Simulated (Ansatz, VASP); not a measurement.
# One calculation of TiC, two programs

```
CELL_PARAMETERS angstrom
0.00000 2.16572 2.16572
2.16572 0.00000 2.16572
2.16572 2.16572 0.00000
ATOMIC_POSITIONS crystal
Ti 0.00000 0.00000 0.00000
C 0.50000 0.50000 0.50000
```

Alike in both runs: functional PBE; k mesh 6 × 6 × 6; occupations fermi-dirac, width 0.05 eV; no spin polarisation.

```csv
,VASP,Ansatz
version,VASP 6.6.1,Ansatz 0.2.0
potentials or method,"VASP PAW PBE potentials, release 64 (Ti_sv, C)",Ansatz PAW
plane-wave cutoff (eV),520,420
valence electrons in the cell,16,16
task,single point,band structure
```

VASP gave:

| Quantity | Value |
| --- | --- |
| gap on the k mesh at the Fermi level (eV) | none |
| pressure (GPa) | 0.4 |

**Question.** Estimate Ansatz's values.

**Answer.** gap on the k mesh at the Fermi level (eV): none; pressure (GPa): 0.3.

A gap of «none» marks a metal or a gap that the smearing closes. The functional is the same, so the differences come from potentials, cutoffs and numerics.

The k mesh is coarse, so the values compare programs but aren't converged.
